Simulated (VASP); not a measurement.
Input of a VASP 6.6.1 run:

INCAR

```
SYSTEM = C
PREC = Accurate ; ENCUT = 600
EDIFF = 1E-6 ; ISMEAR = -1
SIGMA = 0.05 ; LREAL = .False.
LASPH = .True. ; NELM = 100
ALGO = Normal ; ISIF = 3
LWAVE = .False. ; LCHARG = .False.
GGA = RE ; IBRION = 2
NSW = 80 ; EDIFFG = -0.01
```

The input KPOINTS:

```
regular mesh
0
Gamma
  8 8 8
  0 0 0
```

POSCAR

```
C
1.0
    0.0000000000      1.7834000000      1.7834000000
    1.7834000000      0.0000000000      1.7834000000
    1.7834000000      1.7834000000      0.0000000000
C
2
Direct
    0.5000000000      0.5000000000      0.5000000000
    0.7500000000      0.7500000000      0.7500000000
```

Potentials or basis: VASP PAW PBE potentials, release 64 (C).

Run with:

```bash
$ cat potpaw_PBE.64/C/POTCAR > POTCAR
$ mpirun -np 1 vasp_std > vasp.out
```

Problem. Estimate the band gap on the k mesh.

Solution. 4.09 eV, indirect (least direct gap 5.55 eV).

Problem. Estimate the relaxed volume.

Solution. 5.75 Å³/atom.

Problem. What does it give for the space group after relaxing (to 0.05 Å)?

Solution. Fd-3m (No. 227).

Problem. Estimate the relaxed cell.

Solution. a = 2.534 Å, b = 2.534 Å, c = 2.534 Å, α = 60.00°, β = 60.00°, γ = 60.00°.

Final structure:
```
CELL_PARAMETERS angstrom
0.00000 1.79202 1.79202
1.79202 0.00000 1.79202
1.79202 1.79202 0.00000
ATOMIC_POSITIONS crystal
C 0.50000 0.50000 0.50000
C 0.75000 0.75000 0.75000
```

Caveat: the PAW data sets were made with another functional, which shifts forces and pressure a little. Zero-point motion and thermal expansion aren't in these numbers.
